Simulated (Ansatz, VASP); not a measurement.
# SiC in VASP and in Ansatz

```
Si C
1.0
     1.54049    2.66820    0.00000
    -1.54049    2.66820    0.00000
     0.00000    0.00000   20.15891
Si C
8 8
Direct
  0.33330 0.33340 0.25000
  0.66660 0.66670 0.75000
  0.33330 0.33340 0.62500
  0.66660 0.66670 0.12500
  0.00000 0.00000 0.00000
  0.00000 0.00000 0.50000
  0.33330 0.33340 0.87500
  0.66660 0.66670 0.37500
  0.33330 0.33340 0.96900
  0.66660 0.66670 0.46900
  0.00000 0.00000 0.09400
  0.00000 0.00000 0.59400
  0.33330 0.33340 0.34400
  0.66660 0.66670 0.84400
  0.33330 0.33340 0.71900
  0.66660 0.66670 0.21900
```

Alike in both runs: task single point; functional LDA; k mesh 9 × 9 × 2; no spin polarisation.

|  | VASP | Ansatz |
| --- | --- | --- |
| version | VASP 6.6.1 | Ansatz 0.2.0 |
| potentials or method | VASP PAW LDA potentials, release 64 (Si, C), cutoff 520 eV | PAW plane waves |
| occupations | fermi-dirac, width 0.1 eV | fermi-dirac |
| valence electrons in the cell | 64 | 64 |

VASP gave:

```
pressure (GPa)                     : -4.3
rms of the force components (eV/Å) : 0.048
```

**Question.** What did Ansatz give for the same quantities?

**Answer.** Pressure (GPa): -4.7; rms of the force components (eV/Å): 0.049.

LDA's correlation is that of Perdew and Zunger in VASP and of Perdew and Wang (1992) in Ansatz. Ansatz's warnings: structure snapped to symmetry.
